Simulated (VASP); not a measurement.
# H28C6O3 in VASP: notebook

Runs on H28C6O3. Level: PBE. Tasks: single point.

All numbers are computed with VASP 6.6.1; they aren't measurements. Logs are shortened: lines on timing, memory, paths and dates and some standing lists are left out, and cuts for length are marked.

### 1 The cell of the first run

The cell holds an amorphous packing of atoms, 37 atoms: a = 7.612 Å, b = 7.612 Å, c = 7.612 Å, α = 90.00°, β = 90.00°, γ = 90.00°.

### 2 Single point, PBE

INCAR

```
ALGO = Normal
EDIFF = 1E-6
ENCUT = 520
GGA = PE
ISIF = 2
ISMEAR = -1
LASPH = T
LCHARG = F
LREAL = Auto
LWAVE = F
NBANDS = 59
NELM = 100
PREC = Accurate
SIGMA = 0.05
```

KPOINTS

```
k-points
0
Gamma
  1 1 1
```

POSCAR

```
H28C6O3
1.0
    7.6116630000      0.0000000000      0.0000000000
    0.0000000000      7.6116630000      0.0000000000
    0.0000000000      0.0000000000      7.6116630000
C O H
6 3 28
Direct
    0.2890038616      0.3895863493     -0.0113641395
    0.3117978292      0.5711761017      0.0730326605
    0.7771232121      0.3662011836      0.7491529775
    0.6916359802      0.4791594163      0.5846160031
    0.4825752270      0.9698406248      0.3338560837
    0.3907818830      0.9753847484      0.5050670267
    0.3350516175      0.5646335104      0.2669850202
    0.5414979617      0.4049969107      0.5080492923
    0.3699454377      0.8000879703      0.5699805680
    0.4301556703      0.6395711423      0.3159362153
    0.4221810661      0.6414235628      0.0157127293
    0.2104796284      0.6603418990      0.0444186770
    0.3359187079      0.4004643926     -0.1448829251
    0.3875631383      0.3129276743      0.0492402252
    0.1604248638      0.3336196045      0.0190497136
    0.4842699946      0.4702783084      0.4043268863
    0.6603418990      0.6136109809      0.6404513705
    0.8197157441      0.4917847782      0.5055005720
    0.9098800091      0.3867223234      0.7658510368
    0.7163480569      0.4047735692      0.8620061083
    0.7548153406      0.2269412085      0.7443051538
    0.4079791762      0.8038322243      0.6931993705
    0.4514782118      1.0721704311      0.5907644624
    0.2577754690      1.0352402622      0.4808016330
    0.5500637640      1.0925733312      0.2723977664
    0.6024176320      0.8771670527      0.3375346491
    0.4063895104      0.9139001556      0.2292403119
    0.0298883437      0.2538078735      0.3599213470
    0.0278651328      0.3527744200      0.3392556922
    0.7681632779     -0.2374513953      0.8710580066
    0.8509704121     -0.1938866710      0.8366240071
   -0.0575826859      0.5563698761      0.1325728688
   -0.0904532952      0.6196017874      0.0703131497
    0.9965233616      0.8359671205      0.4685047144
    0.9677254497      0.8790194731      0.5528752390
    0.1209196992     -0.1396146939      1.1703749890
    0.0220713923     -0.1070068394      1.1705983305
```

Potentials or basis: VASP PAW PBE potentials, release 64 (C, O, H).

Command:

```sh
$ cat potpaw_PBE.64/C/POTCAR potpaw_PBE.64/O/POTCAR potpaw_PBE.64/H/POTCAR > POTCAR
$ mpirun -np 1 vasp_gam > vasp.out
```

OUTCAR:

```text
EDIFF = 1E-6
   ENCUT = 520
   GGA = PE
   ISIF = 2
   ISMEAR = -1
   LASPH = T
   LREAL = Auto
   NELM = 100
   PREC = Accurate

 ion  position               nearest neighbor table
   1  0.289  0.390  0.989-  14 1.06  13 1.08  15 1.09   2 1.53
   2  0.312  0.571  0.073-  12 1.05  11 1.09   7 1.49   1 1.53
   3  0.777  0.366  0.749-  20 1.02  19 1.03  21 1.07   4 1.65
   4  0.692  0.479  0.585-  17 1.13  18 1.15   8 1.40   3 1.65
   5  0.483  0.970  0.334-  27 1.07  26 1.15  25 1.16   6 1.48
   6  0.391  0.975  0.505-  23 1.09  24 1.13   9 1.43   5 1.48
   7  0.335  0.565  0.267-  10 0.99   2 1.49
   8  0.541  0.405  0.508-  16 1.03   4 1.40
   9  0.370  0.800  0.570-  22 0.98   6 1.43
  10  0.430  0.640  0.316-   7 0.99
  11  0.422  0.641  0.016-   2 1.09
  12  0.210  0.660  0.044-   2 1.05
  13  0.336  0.400  0.855-   1 1.08
  14  0.388  0.313  0.049-   1 1.06
  15  0.160  0.334  0.019-   1 1.09
[... 20 lines left out ...]
  36  0.121  0.860  0.170-  37 0.79
  37  0.022  0.893  0.171-  36 0.79

  LATTYP: Found a simple cubic cell.
 ALAT       =     7.6116630000

  Lattice vectors:

 A1 = (   7.6116630000,   0.0000000000,   0.0000000000)
 A2 = (   0.0000000000,   7.6116630000,   0.0000000000)
 A3 = (   0.0000000000,   0.0000000000,   7.6116630000)

Analysis of symmetry for initial positions (statically):
=====================================================================
 Subroutine PRICEL returns:
 Original cell was already a primitive cell.

 Routine SETGRP: Setting up the symmetry group for a
 simple cubic supercell.

 Subroutine GETGRP returns: Found  1 space group operations
 (whereof  1 operations were pure point group operations)
 out of a pool of 48 trial point group operations.

The static configuration has the point symmetry C_1 .

Analysis of symmetry for dynamics (positions and initial velocities):
=====================================================================
 Subroutine PRICEL returns:
 Original cell was already a primitive cell.

 Routine SETGRP: Setting up the symmetry group for a
 simple cubic supercell.

 Subroutine GETGRP returns: Found  1 space group operations
 (whereof  1 operations were pure point group operations)
 out of a pool of 48 trial point group operations.

The dynamic configuration has the point symmetry C_1 .

 Subroutine INISYM returns: Found  1 space group operations
 (whereof  1 operations are pure point group operations),
 and found     1 'primitive' translations

----------------------------------------------------------------------------------------

                                     Primitive cell

  volume of cell :     441.0001

  direct lattice vectors                    reciprocal lattice vectors
     7.611663000  0.000000000  0.000000000     0.131377335  0.000000000  0.000000000
     0.000000000  7.611663000  0.000000000     0.000000000  0.131377335  0.000000000
     0.000000000  0.000000000  7.611663000     0.000000000  0.000000000  0.131377335

  length of vectors
     7.611663000  7.611663000  7.611663000     0.131377335  0.131377335  0.131377335

  position of ions in fractional coordinates (direct lattice)
     0.289003862  0.389586349  0.988635860
     0.311797829  0.571176102  0.073032660
     0.777123212  0.366201184  0.749152978
     0.691635980  0.479159416  0.584616003
     0.482575227  0.969840625  0.333856084
     0.390781883  0.975384748  0.505067027
[... 29 lines left out ...]
     0.120919699  0.860385306  0.170374989
     0.022071392  0.892993161  0.170598330

  ion indices of the primitive-cell ions
   primitive index   ion index
                 1           1
                 2           2
                 3           3
                 4           4
                 5           5
                 6           6
[... 29 lines left out ...]
                36          36
                37          37

----------------------------------------------------------------------------------------

 KPOINTS: k-points

Automatic generation of k-mesh.
 Grid dimensions read from file:
 generate k-points for:    1    1    1

 Generating k-lattice:

  Cartesian coordinates                     Fractional coordinates (reciprocal lattice)
     0.131377335  0.000000000  0.000000000     1.000000000  0.000000000  0.000000000
     0.000000000  0.131377335  0.000000000     0.000000000  1.000000000  0.000000000
     0.000000000  0.000000000  0.131377335     0.000000000  0.000000000  1.000000000

  Length of vectors
     0.131377335  0.131377335  0.131377335

  Shift w.r.t. Gamma in fractional coordinates (k-lattice)
     0.000000000  0.000000000  0.000000000

 Subroutine IBZKPT returns following result:
 ===========================================

 Found      1 irreducible k-points:

 Following reciprocal coordinates:
            Coordinates               Weight
  0.000000  0.000000  0.000000      1.000000
   k-points           NKPTS =      1   k-points in BZ     NKDIM =      1   number of bands    NBANDS=     59
   number of dos      NEDOS =    301   number of ions     NIONS =     37
   total plane-waves  NPLWV = 216000
   dimension x,y,z NGX =    60 NGY =   60 NGZ =   60
   dimension x,y,z NGXF=   120 NGYF=  120 NGZF=  120
   ions per type =               6   3  28
   NGX,Y,Z   is equivalent  to a cutoff of  13.10, 13.10, 13.10 a.u.
   NGXF,Y,Z  is equivalent  to a cutoff of  26.21, 26.21, 26.21 a.u.
 SYSTEM =  unknown system
   PREC   = accura    normal or accurate (medium, high low for compatibility)
   ISTART =      0    job   : 0-new  1-cont  2-samecut
   ICHARG =      2    charge: 1-file 2-atom 10-const
   ISPIN  =      1    spin polarized calculation?
   LNONCOLLINEAR =      F non collinear calculations
   LSORBIT =      F    spin-orbit coupling
   LASPH  =      T    aspherical Exc in radial PAW
   ENCUT  =  520.0 eV  38.22 Ry    6.18 a.u.  14.15 14.15 14.15*2*pi/ulx,y,z
   NELM   =    100;   NELMIN=  2; NELMDL= -5     # of ELM steps
   EDIFF  = 0.1E-05   stopping-criterion for ELM
   LREAL  =      T    real-space projection
   EDIFFG = 0.1E-04   stopping-criterion for IOM
   NSW    =      0    number of steps for IOM
   IBRION =     -1    ionic relax: 0-MD 1-quasi-New 2-CG
   NFREE  =      0    steps in history (QN), initial steepest desc. (CG)
   ISIF   =      2    stress and relaxation
   ISYM   =      2    0-nonsym 1-usesym 2-fastsym
   POTIM  = 0.5000    time-step for ionic-motion
   TEBEG  =    0.0;   TEEND  =   0.0 temperature during run
   PSTRESS=    0.0 pullay stress
   NELECT =      70.0000    total number of electrons
   NUPDOWN=      -1.0000    fix difference up-down
   EMIN   =  10.00;   EMAX   =-10.00  energy-range for DOS
   EFERMI =   0.00;   METHOD = LEGACY
   ISMEAR =    -1;   SIGMA  =   0.05  broadening in eV -4-tet -1-fermi 0-gaus
   EFERMI_NEDOS =   21; number of points for ismear=-14 and -15
   IALGO  =     38    algorithm
   IMIX   =      4    mixing-type and parameters
     AMIX     =   0.40;   BMIX     =  1.00
     AMIX_MAG =   1.60;   BMIX_MAG =  1.00
  volume/ion in A,a.u.               =      11.92        80.43
  Fermi-wavevector in a.u.,A,eV,Ry     =   0.886396  1.675046 10.690077  0.785698
  Thomas-Fermi vector in A             =   2.007557
   LORBIT       =      0    0 simple, 1 ext, 2 COOP (PROOUT), +10 PAW based schemes
   GGA     = PE    functional components
   LHFCALC =     F    Hartree Fock is set to
   AEXX    =    0.0000 exact exchange contribution
   IVDW    =     0    specifies the selected vdW correction
   LEPSILON=     F    determine dielectric tensor
   LRPA    =     F    only Hartree local field effects (RPA)
 non-spin polarized calculation
  energy-cutoff  :      520.00
  volume of cell :      441.00
 maximum number of plane-waves:      5919
 NGX is ok and might be reduce to    60
   NGX = 29   NGY = 29   NGZ = 29

 number of electron      69.9999998 magnetization

 Free energy of the ion-electron system (eV)
  ---------------------------------------------------
  ext. energy  EPLUGINS =         0.00000000
  ---------------------------------------------------
  free energy    TOTEN  =      -172.77930880 eV

  energy without entropy =     -172.77930880  energy(sigma->0) =     -172.77930880

 E-fermi :  -2.0995     XC(G=0):  -5.8479

 val. band max:       -3.3479330756   @ k =   0.0000   0.0000   0.0000
 cond. band min:       1.3193724147   @ k =   0.0000   0.0000   0.0000
 fundamental gap:      4.6673054904
 Fermi energy:        -2.0995051635

 k-point     1 :       0.0000    0.0000    0.0000
  band No.  band energies     occupation
      1     -23.2878      2.00000
      2     -23.0119      2.00000
      3     -22.3243      2.00000
      4     -16.5411      2.00000
      5     -16.2401      2.00000
      6     -15.5642      2.00000
[... 39 lines left out ...]
     46       3.9752      0.00000
     47       4.0854      0.00000
 [bands above 47 left out]

------------------------ aborting loop because EDIFF is reached ----------------------------------------

  FORCE on cell =-STRESS in cart. coord.  units (eV):
  Direction    XX          YY          ZZ          XY          YZ          ZX
  --------------------------------------------------------------------------------------
  -------------------------------------------------------------------------------------
  Total        0.3828859      1.4672306      0.7533154      0.0553622      1.5223530     -2.2628216
  in kB        1.3910454      5.3305290      2.7368359      0.2011339      5.5307915     -8.2209543
  external PRESSURE =       3.1528034 kB  Pullay stress =       0.0000000 kB

 VOLUME and BASIS-vectors are now :
 -----------------------------------------------------------------------------
  energy-cutoff  :      520.00
  volume of cell :      441.00
      direct lattice vectors                 reciprocal lattice vectors
     7.611663000  0.000000000  0.000000000     0.131377335  0.000000000  0.000000000
     0.000000000  7.611663000  0.000000000     0.000000000  0.131377335  0.000000000
     0.000000000  0.000000000  7.611663000     0.000000000  0.000000000  0.131377335

 POSITION                                       TOTAL-FORCE (eV/Angst)
 -----------------------------------------------------------------------------------
      2.19980      2.96540      7.52516         0.146291      1.513773      1.047837
      2.37330      4.34760      0.55590         1.577502     -0.406682      0.844115
      5.91520      2.78740      5.70230        -2.638898      0.105782     -3.165598
      5.26450      3.64720      4.44990         2.422788      0.332213      1.509865
      3.67320      7.38210      2.54120         3.593076     -0.003011     -1.865417
      2.97450      7.42430      3.84440        -1.489170      1.298678     -0.585511
[... 29 lines left out ...]
      0.92040      6.54896      1.29684        -1.297209      0.549158      0.045555
      0.16800      6.79716      1.29854         1.235455     -0.289592     -0.023421
 -----------------------------------------------------------------------------------
    total drift:                               -0.016380     -0.007893     -0.016805

  FREE ENERGIE OF THE ION-ELECTRON SYSTEM (eV)
  ---------------------------------------------------
  free  energy   TOTEN  =      -172.7793087955 eV

  energy  without entropy=     -172.7793087955  energy(sigma->0) =     -172.77930880
```

Wall time 56 s (1 thread of Intel Xeon 6975P-C (Granite Rapids), shared host); peak memory 0.45 GiB.

What came out:

| Property | Result |
| --- | --- |
| Free energy | -172.7793 eV |
| Pressure | 0.3 GPa |
| Largest force | 4.123 eV/Å |
| Band gap on the k mesh | 4.67 eV |

Forces in eV/Å, atoms in the order of the input:
```
C    0.146  1.514  1.048
C    1.578 -0.407  0.844
C   -2.639  0.106 -3.166
C    2.423  0.332  1.510
C    3.593 -0.003 -1.865
C   -1.489  1.299 -0.586
O   -0.016 -0.194 -0.516
O   -0.246 -0.343 -0.719
O    0.380  0.239  1.010
H   -0.964  0.470 -0.974
H    0.884 -0.168 -0.131
H   -1.762  0.708 -0.100
H   -0.686 -0.137 -0.868
H    0.895 -1.205  0.767
H   -0.077 -0.089 -0.545
H    0.916 -1.123  1.474
H    0.291 -0.719 -0.448
H   -1.554  0.110 -0.345
H    2.498  0.616 -0.143
H   -1.463  0.975  2.737
H   -0.166 -0.878 -0.599
H   -0.210 -0.272 -0.468
H    0.501 -0.205  0.655
H    0.351 -0.392  0.205
H   -1.218 -0.881  1.218
H   -0.898  0.659  0.352
H   -0.815 -0.186 -0.573
H   -0.037  0.589 -0.145
H    0.055 -0.659  0.159
H    0.267  0.200 -0.106
H   -0.265 -0.058  0.108
H    0.275 -0.760  0.754
H   -0.420  0.619 -0.638
H   -0.055  0.045  0.196
H   -0.011 -0.064 -0.124
H   -1.297  0.549  0.046
H    1.235 -0.290 -0.023
```

Caveat: the k points lie up to 0.83 Å⁻¹ apart.

### 3 Single point, PBE

INCAR

```
PREC     = Accurate       # precision mode
ENCUT    = 520            # plane-wave cutoff, eV
EDIFF    = 1E-7           # SCF threshold, eV
ISMEAR   = -1             # smearing method
SIGMA    = 0.05           # smearing width, eV
LREAL    = Auto         
LASPH    = True           # aspherical terms in the spheres
NELM     = 100            # most SCF steps
ALGO     = Normal         # electronic algorithm
ISIF     = 2              # what is computed and relaxed
LWAVE    = False          # write WAVECAR
LCHARG   = False          # write CHGCAR
GGA      = PE             # functional
NBANDS   = 59             # bands
```

KPOINTS

```
Automatic mesh
0
Gamma
  1 1 1
```

POSCAR

```
H28C6O3
1.0
    7.6116630000      0.0000000000      0.0000000000
    0.0000000000      7.6116630000      0.0000000000
    0.0000000000      0.0000000000      7.6116630000
C O H
6 3 28
Direct
    0.2962164773      0.3808234810     -0.0347755806
    0.3009197859      0.5682201117      0.0466783671
    0.7551437840      0.3500154960      0.7226804445
    0.6717191762      0.4621460514      0.5677734288
    0.5133306611      0.9564401367      0.3760676215
    0.4341758168      0.9576093950      0.5612571129
    0.2533086396      0.5714651319      0.2276243707
    0.5091265864      0.4059165520      0.5071165132
    0.4060610671      0.7776749969      0.6210863513
    0.1437268045      0.4960808170      0.2592863084
    0.4212482870      0.6348415583      0.0696431253
    0.2215678755      0.6588441974     -0.0394394760
    0.3005913425      0.4143378392     -0.1803942187
    0.4209855323      0.3195490920      0.0045587935
    0.1687804623      0.3284433375      0.0141230635
    0.4783448768      0.5009549162      0.4154676843
    0.6748985077      0.6047692863      0.6047167354
    0.7591245172      0.4651808678      0.4609373799
    0.8562780565      0.4356735184      0.7947671882
    0.6603418990      0.3211650332      0.8219754343
    0.8306726139      0.2282155687      0.6911630218
    0.5143948175      0.7084785546      0.6032453092
    0.5018482820      1.0484305466      0.6425796833
    0.2989097126      1.0138126189      0.5454392818
    0.4847955040      1.0800005203      0.3053209266
    0.6475588843      0.9391508794      0.3606176469
    0.4360939259      0.8660131170      0.3025094516
    0.0205080020      0.2475805878      0.4182266083
    0.0483731348      0.1862142347      0.3406220165
    0.7929673187     -0.0250405201      0.8912901162
    0.7288683169     -0.0918327572      0.8478173561
   -0.2362164484      0.6614454686      0.1150471323
   -0.2732123059      0.5775741779      0.1558660703
    0.8699281616      0.9390063643      0.6237664489
    0.8725557083      1.0245330094      0.5861925311
    0.0816772892     -0.0598949270      1.1077999643
    0.0028246127     -0.0430917659      1.1684962931
```

Potentials or basis: VASP PAW PBE potentials, release 64 (C, O, H).

Command:

```sh
$ cat potpaw_PBE.64/C/POTCAR potpaw_PBE.64/O/POTCAR potpaw_PBE.64/H/POTCAR > POTCAR
$ mpirun -np 1 vasp_gam > vasp.out
```

Wall time 69 s (1 thread of Intel Xeon 6975P-C (Granite Rapids), shared host); peak memory 0.44 GiB.

The run converged. Its results:

```yaml
Free_energy: -172.9196 eV
Pressure: 0.0 GPa
Largest_force: 3.367 eV/Å
Band_gap_on_the_k_mesh: 5.11 eV
```

Forces on the atoms (eV/Å):
```
C    0.634  2.562 -0.555
C   -1.423 -0.089 -0.207
C    1.294  1.514 -0.356
C    1.431 -0.248  1.943
C   -2.316  1.567  0.091
C   -1.423 -0.819 -2.061
O   -2.548 -1.370  1.723
O   -1.250  1.279 -1.296
O    0.455  0.702  0.397
H    1.969  1.354 -0.905
H    1.689  0.154 -1.088
H   -0.051 -0.318  0.597
H   -0.263 -1.040  0.899
H   -0.599 -0.762  0.040
H    0.697 -0.504 -0.525
H   -0.391 -1.751  1.164
H   -0.106 -0.400  0.497
H    1.578 -0.267 -1.410
H   -0.805 -0.510 -0.779
H   -0.855 -0.342  0.538
H   -0.726  0.657 -0.315
H   -0.538  0.599  0.176
H    0.867  0.305  1.360
H    0.492 -0.362  0.272
H    0.066  0.247  0.401
H    2.221 -0.703  0.118
H   -0.268 -1.178 -0.675
H    0.285 -0.549 -0.760
H   -0.256  0.641  0.753
H   -0.680 -0.707 -0.220
H    0.502  0.608  0.636
H   -0.139 -0.370  0.188
H    0.190  0.362 -0.198
H    0.117 -1.313  0.376
H    0.152  1.084 -0.802
H   -0.453  0.087  0.352
H    0.452 -0.121 -0.368
```

Stress tensor (GPa, compression positive):
```
 0.88  0.06 -0.91
 0.06 -1.04  1.47
-0.91  1.47  0.10
```

Levels at points of the mesh, in eV from the valence-band top:
```
           k point  band 32  band 33  band 34  band 35  band 36  band 37  band 38  band 39
(0.00, 0.00, 0.00)    -1.47    -0.25    -0.16     0.00     5.11     5.43     5.86     6.05
```

Caveat: the k points lie up to 0.83 Å⁻¹ apart.
